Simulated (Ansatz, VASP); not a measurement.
Si: VASP beside Ansatz

File POSCAR:

```
Si
1.0
   -2.4102541710      2.4102541710      1.3510604995
    2.4102541710     -2.4102541710      1.3510604995
    2.4102541710      2.4102541710     -1.3510604995
Si
2
Direct
    0.2500000000      0.7500000000      0.5000000000
    0.5000000000      0.5000000000      0.0000000000
```

File INCAR.step1:

```
PREC     = Accurate       # precision mode
ENCUT    = 520            # plane-wave cutoff, eV
ISMEAR   = -1             # smearing method
SIGMA    = 0.08           # smearing width, eV
LREAL    = False          # projectors in reciprocal space
LASPH    = True           # aspherical terms in the spheres
NELM     = 60             # most SCF steps
NBANDS   = 11             # bands
GGA      = PE             # functional
ALGO     = Normal         # electronic algorithm
EDIFF    = 1E-4           # SCF threshold, eV
LWAVE    = True           # write WAVECAR
LCHARG   = False          # write CHGCAR
```

Contents of INCAR.step2:

```
PREC     = Accurate       # precision mode
ENCUT    = 520            # plane-wave cutoff, eV
EDIFF    = 1E-8           # SCF threshold, eV
ISMEAR   = -1             # smearing method
SIGMA    = 0.08           # smearing width, eV
LREAL    = False          # projectors in reciprocal space
LASPH    = True           # aspherical terms in the spheres
NELM     = 60             # most SCF steps
ALGO     = Normal         # electronic algorithm
ISIF     = 2              # what is computed and relaxed
LWAVE    = False          # write WAVECAR
LCHARG   = False          # write CHGCAR
METAGGA  = R2SCAN         # meta-GGA
LMIXTAU  = True         
LEFG     = True         
NBANDS   = 11             # bands
ISTART   = 1
```

The input KPOINTS:

```
Automatic mesh
0
Gamma
  16 16 16
```

Input for Ansatz:

```yaml
crystal:
  lattice:
    - [-2.410254171, 2.410254171, 1.3510604995]
    - [2.410254171, -2.410254171, 1.3510604995]
    - [2.410254171, 2.410254171, -1.3510604995]
  atoms:
    - { symbol: Si, position: [0.25, 0.75, 0.5] }
    - { symbol: Si, position: [0.5, 0.5, 0.0] }
kpoints:
  mp_grid: { grid: [16, 16, 16] }
scf:
  occupations: { method: fermi_dirac, width: 0.08 }
hamiltonian:
  xc: r2scan
  pseudopotentials: { kind: all_electron, datasets: crystal }
output:
  forces: true
  stress: true
  eigenvalues: true
  efg: { contact_densities: true }
```

Change from the starting cell: volume scaled by 1.05, crystal datasets.

Alike in both runs: task electric field gradients; functional r2SCAN; k mesh 16 × 16 × 16; occupations fermi-dirac, width 0.08 eV; no spin polarisation.

```csv
,VASP,Ansatz
version,VASP 6.6.1,Ansatz 0.2.0
potentials or method,"VASP PAW PBE potentials, release 64 (Si), cutoff 520 eV","all-electron PAW with datasets made for the crystal, scalar-relativistic"
```

|  | VASP | Ansatz | Ansatz less VASP |
| --- | --- | --- | --- |
| pressure (GPa) | -2.9 | -2.8 | +0.11 |
| traceless stress, the component that is largest in VASP (GPa) | 0.24 | 0.16 | -0.076 |
| size of Vzz on the site where it differs most (V/Å²) | 19.4 | 19.7 | +0.24 |

VASP's potentials were made for PBE, not for r2SCAN. Ansatz ran all-electron here, and VASP with PAW potentials.
